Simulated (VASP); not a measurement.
# Sc (Fm-3m) in VASP: further runs

Runs on Sc. Level: PBEsol. Tasks: single point.

Program: VASP 6.6.1. These are calculated values, not measurements. Logs are shortened: lines on timing, memory, paths and dates and some standing lists are left out, and cuts for length are marked.

## (1) The cell of the first run

The structure is cubic, space group Fm-3m (No. 225). The conventional cell has a = 3.357 Å, b = 3.357 Å, c = 3.357 Å, α = 90.00°, β = 90.00°, γ = 90.00°. Within 3.1 Å of Sc (site symmetry m-3m) lie 12 Sc at 2.37 Å.

## (2) Single point, PBEsol (volume scaled by 0.4)

Contents of INCAR:

```
SYSTEM = Sc
PREC = Accurate ; ENCUT = 520
EDIFF = 1E-7 ; ISMEAR = -1
SIGMA = 0.08 ; LREAL = .FALSE.
LASPH = .TRUE. ; NELM = 60
ALGO = Normal ; ISIF = 2
LWAVE = .FALSE. ; LCHARG = .TRUE.
GGA = PS ; LELF = .TRUE.
LVHAR = .TRUE. ; NBANDS = 12
```

Contents of KPOINTS:

```
regular mesh
0
G
  14 14 14
  0 0 0
```

Contents of POSCAR:

```
Sc
1.0
    0.0000000000      1.6783913026      1.6783913026
    1.6783913026      0.0000000000      1.6783913026
    1.6783913026      1.6783913026      0.0000000000
Sc
1
Direct
    0.0000000000      0.0000000000      0.0000000000
```

Potentials or basis: VASP PAW PBE potentials, release 64 (Sc_sv).

Launch:

```bash
$ cat potpaw_PBE.64/Sc_sv/POTCAR > POTCAR
$ mpirun -np 1 vasp_std > vasp.out
```

OUTCAR:

```text
SYSTEM = Sc
   PREC = Accurate
   ENCUT = 520
   EDIFF = 1E-7
   ISMEAR = -1
   LREAL = .FALSE.
   LASPH = .TRUE.
   NELM = 60
   ISIF = 2
   GGA = PS

 ion  position               nearest neighbor table
   1  0.000  0.000  0.000-

  LATTYP: Found a face centered cubic cell.
 ALAT       =     3.3567826052

  Lattice vectors:

 A1 = (   0.0000000000,   1.6783913026,   1.6783913026)
 A2 = (   1.6783913026,   0.0000000000,   1.6783913026)
 A3 = (   1.6783913026,   1.6783913026,   0.0000000000)

Analysis of symmetry for initial positions (statically):
=====================================================================
 Subroutine PRICEL returns:
 Original cell was already a primitive cell.

 Routine SETGRP: Setting up the symmetry group for a
 face centered cubic supercell.

 Subroutine GETGRP returns: Found 48 space group operations
 (whereof 48 operations were pure point group operations)
 out of a pool of 48 trial point group operations.

The static configuration has the point symmetry O_h .

Analysis of symmetry for dynamics (positions and initial velocities):
=====================================================================
 Subroutine PRICEL returns:
 Original cell was already a primitive cell.

 Routine SETGRP: Setting up the symmetry group for a
 face centered cubic supercell.

 Subroutine GETGRP returns: Found 48 space group operations
 (whereof 48 operations were pure point group operations)
 out of a pool of 48 trial point group operations.

The dynamic configuration has the point symmetry O_h .

 Subroutine INISYM returns: Found 48 space group operations
 (whereof 48 operations are pure point group operations),
 and found     1 'primitive' translations

----------------------------------------------------------------------------------------

                                     Primitive cell

  volume of cell :       9.4560

  direct lattice vectors                    reciprocal lattice vectors
     0.000000000  1.678391303  1.678391303    -0.297904308  0.297904308  0.297904308
     1.678391303  0.000000000  1.678391303     0.297904308 -0.297904308  0.297904308
     1.678391303  1.678391303  0.000000000     0.297904308  0.297904308 -0.297904308

  length of vectors
     2.373603743  2.373603743  2.373603743     0.515985398  0.515985398  0.515985398

  position of ions in fractional coordinates (direct lattice)
     0.000000000  0.000000000  0.000000000

  ion indices of the primitive-cell ions
   primitive index   ion index
                 1           1

----------------------------------------------------------------------------------------

 KPOINTS: regular mesh

Automatic generation of k-mesh.
 Grid dimensions read from file:
 generate k-points for:   14   14   14

 Generating k-lattice:

  Cartesian coordinates                     Fractional coordinates (reciprocal lattice)
    -0.021278879  0.021278879  0.021278879     0.071428571  0.000000000  0.000000000
     0.021278879 -0.021278879  0.021278879     0.000000000  0.071428571  0.000000000
     0.021278879  0.021278879 -0.021278879     0.000000000  0.000000000  0.071428571

  Length of vectors
     0.036856100  0.036856100  0.036856100

  Shift w.r.t. Gamma in fractional coordinates (k-lattice)
     0.000000000  0.000000000  0.000000000

 Subroutine IBZKPT returns following result:
 ===========================================

 Found    104 irreducible k-points:

 Following reciprocal coordinates:
            Coordinates               Weight
  0.000000  0.000000  0.000000      1.000000
  0.071429  0.000000  0.000000      8.000000
  0.142857  0.000000  0.000000      8.000000
  0.214286  0.000000  0.000000      8.000000
  0.285714  0.000000  0.000000      8.000000
  0.357143  0.000000  0.000000      8.000000
[... 16 lines left out ...]
  0.214286  0.142857  0.000000     24.000000
  0.285714  0.142857  0.000000     24.000000
 [... further k-points ...]
   k-points           NKPTS =    104   k-points in BZ     NKDIM =    104   number of bands    NBANDS=     12
   number of dos      NEDOS =    301   number of ions     NIONS =      1
   total plane-waves  NPLWV =   5832
   dimension x,y,z NGX =    18 NGY =   18 NGZ =   18
   dimension x,y,z NGXF=    36 NGYF=   36 NGZF=   36
   ions per type =               1
   NGX,Y,Z   is equivalent  to a cutoff of  12.61, 12.61, 12.61 a.u.
   NGXF,Y,Z  is equivalent  to a cutoff of  25.21, 25.21, 25.21 a.u.
 SYSTEM =  Sc
   PREC   = accura    normal or accurate (medium, high low for compatibility)
   ISTART =      0    job   : 0-new  1-cont  2-samecut
   ICHARG =      2    charge: 1-file 2-atom 10-const
   ISPIN  =      1    spin polarized calculation?
   LNONCOLLINEAR =      F non collinear calculations
   LSORBIT =      F    spin-orbit coupling
   LASPH  =      T    aspherical Exc in radial PAW
   ENCUT  =  520.0 eV  38.22 Ry    6.18 a.u.   4.41  4.41  4.41*2*pi/ulx,y,z
   NELM   =     60;   NELMIN=  2; NELMDL= -5     # of ELM steps
   EDIFF  = 0.1E-06   stopping-criterion for ELM
   LREAL  =      F    real-space projection
   EDIFFG = 0.1E-05   stopping-criterion for IOM
   NSW    =      0    number of steps for IOM
   IBRION =     -1    ionic relax: 0-MD 1-quasi-New 2-CG
   NFREE  =      0    steps in history (QN), initial steepest desc. (CG)
   ISIF   =      2    stress and relaxation
   ISYM   =      2    0-nonsym 1-usesym 2-fastsym
   POTIM  = 0.5000    time-step for ionic-motion
   TEBEG  =    0.0;   TEEND  =   0.0 temperature during run
   PSTRESS=    0.0 pullay stress
   NELECT =      11.0000    total number of electrons
   NUPDOWN=      -1.0000    fix difference up-down
   EMIN   =  10.00;   EMAX   =-10.00  energy-range for DOS
   EFERMI =   0.00;   METHOD = LEGACY
   ISMEAR =    -1;   SIGMA  =   0.08  broadening in eV -4-tet -1-fermi 0-gaus
   EFERMI_NEDOS =   21; number of points for ismear=-14 and -15
   IALGO  =     38    algorithm
   IMIX   =      4    mixing-type and parameters
     AMIX     =   0.40;   BMIX     =  1.00
     AMIX_MAG =   1.60;   BMIX_MAG =  1.00
  volume/ion in A,a.u.               =       9.46        63.81
  Fermi-wavevector in a.u.,A,eV,Ry     =   1.721746  3.253629 40.333254  2.964411
  Thomas-Fermi vector in A             =   2.797941
   LORBIT       =      0    0 simple, 1 ext, 2 COOP (PROOUT), +10 PAW based schemes
   GGA     = PS    functional components
   LHFCALC =     F    Hartree Fock is set to
   AEXX    =    0.0000 exact exchange contribution
   IVDW    =     0    specifies the selected vdW correction
   LEPSILON=     F    determine dielectric tensor
   LRPA    =     F    only Hartree local field effects (RPA)
 non-spin polarized calculation
  energy-cutoff  :      520.00
  volume of cell :        9.46
 maximum number of plane-waves:       271
 NGX is ok and might be reduce to    18
   NGX =  9   NGY =  9   NGZ =  9

 number of electron      11.0000004 magnetization

 Free energy of the ion-electron system (eV)
  ---------------------------------------------------
  ext. energy  EPLUGINS =         0.00000000
  ---------------------------------------------------
  free energy    TOTEN  =        -2.15677613 eV

  energy without entropy =       -2.13851021  energy(sigma->0) =       -2.14764317

 E-fermi :  11.4311     XC(G=0): -14.7760

 val. band max:       11.4182834042   @ k =  -0.3571   0.3571   0.1429
 cond. band min:      11.4333054404   @ k =  -0.3571   0.4286   0.2143
 fundamental gap:      0.0150220362
 Fermi energy:        11.4310600053

 k-point     1 :       0.0000    0.0000    0.0000
  band No.  band energies     occupation
      1     -37.9120      2.00000
      2     -12.7268      2.00000
      3     -12.7268      2.00000
      4     -12.7268      2.00000
      5       8.1364      2.00000
      6      13.5697      0.00000
      7      13.5697      0.00000
      8      13.5697      0.00000
      9      17.8642      0.00000
     10      17.8642      0.00000
     11      30.5416      0.00000
     12      38.8731      0.00000

 k-point     2 :       0.0714    0.0000    0.0000
  band No.  band energies     occupation
      1     -37.8294      2.00000
      2     -13.0580      2.00000
      3     -12.7616      2.00000
      4     -12.7616      2.00000
      5       8.4865      2.00000
      6      13.3333      0.00000
      7      13.7231      0.00000
      8      13.7231      0.00000
      9      17.7190      0.00000
     10      17.7190      0.00000
     11      31.1530      0.00000
     12      37.1022      0.00000

 k-point     3 :       0.1429    0.0000    0.0000
  band No.  band energies     occupation
      1     -37.5922      2.00000
      2     -13.9474      2.00000
      3     -12.8575      2.00000
      4     -12.8575      2.00000
      5       9.2962      2.00000
      6      12.9278      0.00000
      7      14.0685      0.00000
      8      14.0685      0.00000
      9      17.4598      0.00000
     10      17.4598      0.00000
     11      32.5625      0.00000
     12      34.7875      0.00000

 k-point     4 :       0.2143    0.0000    0.0000
  band No.  band energies     occupation
      1     -37.2332      2.00000
      2     -15.1559      2.00000
      3     -12.9921      2.00000
      4     -12.9921      2.00000
      5       9.7322      2.00000
      6      13.2631      0.00000
      7      14.2321      0.00000
      8      14.2321      0.00000
      9      17.5761      0.00000
     10      17.5761      0.00000
     11      32.0158      0.00000
     12      35.1054      0.00000

 k-point     5 :       0.2857    0.0000    0.0000
  band No.  band energies     occupation
      1     -36.8089      2.00000
      2     -16.4248      2.00000
      3     -13.1363      2.00000
      4     -13.1363      2.00000
      5       9.3735      2.00000
      6      13.9650      0.00000
      7      13.9650      0.00000
      8      14.7239      0.00000
      9      18.3698      0.00000
     10      18.3698      0.00000
     11      30.5483      0.00000
     12      35.9676      0.00000

 k-point     6 :       0.3571    0.0000    0.0000
  band No.  band energies     occupation
      1     -36.3986      2.00000
      2     -17.5271      2.00000
      3     -13.2619      2.00000
      4     -13.2619      2.00000
      5       8.8426      2.00000
      6      13.5352      0.00000
      7      13.5352      0.00000
      8      16.5034      0.00000
      9      19.4948      0.00000
     10      19.4948      0.00000
     11      29.6982      0.00000
     12      35.0668      0.00000

 k-point     7 :       0.4286    0.0000    0.0000
  band No.  band energies     occupation
      1     -36.0962      2.00000
      2     -18.2771      2.00000
      3     -13.3466      2.00000
      4     -13.3466      2.00000
      5       8.4630      2.00000
      6      13.2040      0.00000
      7      13.2040      0.00000
      8      17.9273      0.00000
      9      20.4606      0.00000
     10      20.4606      0.00000
     11      29.6652      0.00000
     12      33.2212      0.00000

 k-point     8 :       0.5000    0.0000    0.0000
  band No.  band energies     occupation
      1     -35.9841      2.00000
      2     -18.5435      2.00000
      3     -13.3764      2.00000
      4     -13.3764      2.00000
      5       8.3292      2.00000
      6      13.0835      0.00000
      7      13.0835      0.00000
      8      18.4764      0.00000
      9      20.8455      0.00000
     10      20.8455      0.00000
     11      30.0792      0.00000
     12      32.0361      0.00000
[... 166 lines left out ...]
 k-point    20 :      -0.1429    0.0714    0.0000
  band No.  band energies     occupation
      1     -37.4171      2.00000
      2     -14.4209      2.00000
      3     -13.1653      2.00000
      4     -12.8326      2.00000
      5       9.8400      2.00000
      6      12.5226      0.00000
      7      14.3176      0.00000
      8      14.3339      0.00000
      9      16.7006      0.00000
     10      18.1151      0.00000
     11      33.3108      0.00000
     12      34.3897      0.00000

 k-point    21 :      -0.0714    0.0714    0.0000
  band No.  band energies     occupation
      1     -37.6952      2.00000
      2     -13.4961      2.00000
      3     -12.9505      2.00000
      4     -12.7608      2.00000
      5       9.0133      2.00000
      6      12.9222      0.00000
      7      13.9204      0.00000
      8      14.0681      0.00000
      9      17.1925      0.00000
     10      17.8696      0.00000
     11      32.0793      0.00000
     12      35.7840      0.00000

 k-point    22 :       0.1429    0.1429    0.0000
  band No.  band energies     occupation
      1     -37.4860      2.00000
      2     -13.8761      2.00000
      3     -13.1320      2.00000
      4     -13.1320      2.00000
      5       9.7051      2.00000
      6      11.9357      0.00364
      7      14.7007      0.00000
      8      14.7007      0.00000
      9      16.1316      0.00000
     10      18.3568      0.00000
     11      33.4979      0.00000
     12      35.7470      0.00000

 k-point    23 :       0.2143    0.1429    0.0000
  band No.  band energies     occupation
      1     -37.2193      2.00000
      2     -14.6515      2.00000
      3     -13.3200      2.00000
      4     -13.2730      2.00000
      5      10.2735      2.00000
      6      11.3884      1.26023
      7      14.7021      0.00000
      8      15.1957      0.00000
      9      16.3296      0.00000
     10      18.6172      0.00000
     11      34.5317      0.00000
     12      35.1477      0.00000

 k-point    24 :       0.2857    0.1429    0.0000
  band No.  band energies     occupation
      1     -36.8553      2.00000
      2     -15.6989      2.00000
      3     -13.4912      2.00000
      4     -13.4478      2.00000
      5      10.1776      2.00000
      6      11.7411      0.04063
      7      13.9938      0.00000
      8      15.3256      0.00000
      9      17.8481      0.00000
     10      19.1855      0.00000
     11      33.1170      0.00000
     12      36.5462      0.00000

 [... further k-points ...]
[... 5 lines left out ...]
  --------------------------------------------------------------------------------------
  -------------------------------------------------------------------------------------
  Total       10.5250809     10.5250809     10.5250809      0.0000000     -0.0000000     -0.0000000
  in kB     1783.3080493   1783.3080493   1783.3080493      0.0000000     -0.0000000     -0.0000000
  external PRESSURE =    1783.3080493 kB  Pullay stress =       0.0000000 kB

 VOLUME and BASIS-vectors are now :
 -----------------------------------------------------------------------------
  energy-cutoff  :      520.00
  volume of cell :        9.46
      direct lattice vectors                 reciprocal lattice vectors
     0.000000000  1.678391303  1.678391303    -0.297904308  0.297904308  0.297904308
     1.678391303  0.000000000  1.678391303     0.297904308 -0.297904308  0.297904308
     1.678391303  1.678391303  0.000000000     0.297904308  0.297904308 -0.297904308

 POSITION                                       TOTAL-FORCE (eV/Angst)
 -----------------------------------------------------------------------------------
      0.00000      0.00000      0.00000         0.000000      0.000000      0.000000
 -----------------------------------------------------------------------------------
    total drift:                                0.000000     -0.000000     -0.000000

  FREE ENERGIE OF THE ION-ELECTRON SYSTEM (eV)
  ---------------------------------------------------
  free  energy   TOTEN  =        -2.1567761332 eV

  energy  without entropy=       -2.1385102068  energy(sigma->0) =       -2.14764317
```

Run time: 17 s. Hardware: 1 thread of Intel Xeon 8259CL, shared host; peak memory 0.12 GiB.

Results:

```yaml
Free_energy: -2.1568 eV
Pressure: 178.3 GPa
```

Caveat: the PAW data sets were made with another functional, which shifts forces and pressure a little.

## (3) Single point, PBEsol (volume scaled by 0.5)

Contents of INCAR:

```
SYSTEM = Sc
PREC     = Accurate       ! precision mode
ENCUT    = 520            ! plane-wave cutoff, eV
EDIFF    = 1E-6           ! SCF threshold, eV
ISMEAR   = -1             ! smearing method
SIGMA    = 0.08           ! smearing width, eV
LREAL    = .False.        ! projectors in reciprocal space
LASPH    = .True.         ! aspherical terms in the spheres
NELM     = 80             ! most SCF steps
ALGO     = Normal         ! electronic algorithm
ISIF     = 2              ! what is computed and relaxed
LWAVE    = .False.        ! write WAVECAR
LCHARG   = .True.         ! write CHGCAR
GGA      = PS             ! functional
LELF     = .True.         ! ELF
LVHAR    = .True.       
NBANDS   = 12             ! bands
```

Contents of KPOINTS:

```
regular mesh
0
Gamma
  14 14 14
  0 0 0
```

Contents of POSCAR:

```
Sc
1.0
    0.0000000000      1.8079922229      1.8079922229
    1.8079922229      0.0000000000      1.8079922229
    1.8079922229      1.8079922229      0.0000000000
Sc
1
Direct
    0.0000000000      0.0000000000      0.0000000000
```

Potentials or basis: VASP PAW PBE potentials, release 64 (Sc_sv).

Launch:

```bash
$ cat potpaw_PBE.64/Sc_sv/POTCAR > POTCAR
$ mpirun -np 1 vasp_std > vasp.out
```

It took 19 s on 1 thread of Intel Xeon 8259CL, shared host; peak memory 0.13 GiB.

The run converged. Its results:

| Quantity | Value |
| --- | --- |
| Free energy | -4.1607 eV |
| Pressure | 101.8 GPa |

Levels at points of the mesh, in eV from the Fermi level:
```tsv
k point	band 2	band 3	band 4	band 5	band 6	band 7	band 8	band 9
(0.00, 0.00, 0.00)	-25.05	-25.05	-25.05	-4.81	2.26	2.26	2.26	5.64
(0.50, 0.00, 0.00)	-28.54	-25.45	-25.45	-2.73	1.89	1.89	4.33	7.94
(0.50, 0.50, 0.00)	-28.23	-26.21	-26.21	-3.98	-2.67	7.78	7.94	8.58
```

Caveat: the PAW data sets were made with another functional, which shifts forces and pressure a little.

(Continued in part 2 of 2.)
